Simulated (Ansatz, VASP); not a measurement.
## Two plane-wave programs on Pt

File INCAR:

```
SYSTEM = Pt
  PREC = Accurate
  ENCUT = 570
  EDIFF = 1E-6
  ISMEAR = -1
  SIGMA = 0.1
  LREAL = .FALSE.
  LASPH = .TRUE.
  NELM = 120
  ALGO = Normal
  ISIF = 2
  LWAVE = .FALSE.
  LCHARG = .FALSE.
  GGA = B5
  ALDAX = 1.0
  AGGAX = 1.0
  AGGAC = 1.0
  ALDAC = 0.0
  NBANDS = 15
  GGA_COMPAT = .FALSE.
```

Contents of KPOINTS:

```
Automatic mesh
0
G
  22 22 22
  0 0 0
```

File POSCAR:

```
Pt
1.0
    0.0000000000      1.9711201617      1.9711201617
    1.9711201617      0.0000000000      1.9711201617
    1.9711201617      1.9711201617      0.0000000000
Pt
1
Direct
    0.0000000000      0.0000000000      0.0000000000
```

Input for Ansatz:

```yaml
crystal:
  lattice:
    - [0.0, 1.9711201617, 1.9711201617]
    - [1.9711201617, 0.0, 1.9711201617]
    - [1.9711201617, 1.9711201617, 0.0]
  atoms:
    - { symbol: Pt, position: [0.0, 0.0, 0.0] }
hamiltonian:
  xc: blyp
  pseudopotentials:
    kind: paw
    azcp:
      Pt: "pseudopotentials/Pt.paw.azcp"
basis:
  ecutwfc: 420
  fft_grid_basis: typed
kpoints:
  mp_grid: { grid: [22, 22, 22], shift: [0, 0, 0] }
magnetization:
  spin_polarized: false
scf:
  occupations: { method: fermi_dirac, width: 0.1 }
output:
  stress: true
```

Alike in both runs: task single point; functional BLYP; k mesh 22 × 22 × 22; occupations fermi-dirac, width 0.1 eV; no spin polarisation.

|  | VASP | Ansatz |
| --- | --- | --- |
| version | VASP 6.6.1 | Ansatz 0.2.0 |
| potentials or method | VASP PAW PBE potentials, release 64 (Pt_sv_GW), cutoff 570 eV | plane waves (420 eV) with PAW, scalar-relativistic |
| valence electrons in the cell | 18 | 18 |

Ansatz gave:

| Quantity | Value |
| --- | --- |
| pressure (GPa) | 20.8 |

Q: Estimate VASP's values.

A: Pressure (GPa): 20.7.

VASP's potentials were made for PBE, not for BLYP.

Spin-orbit coupling is off throughout.
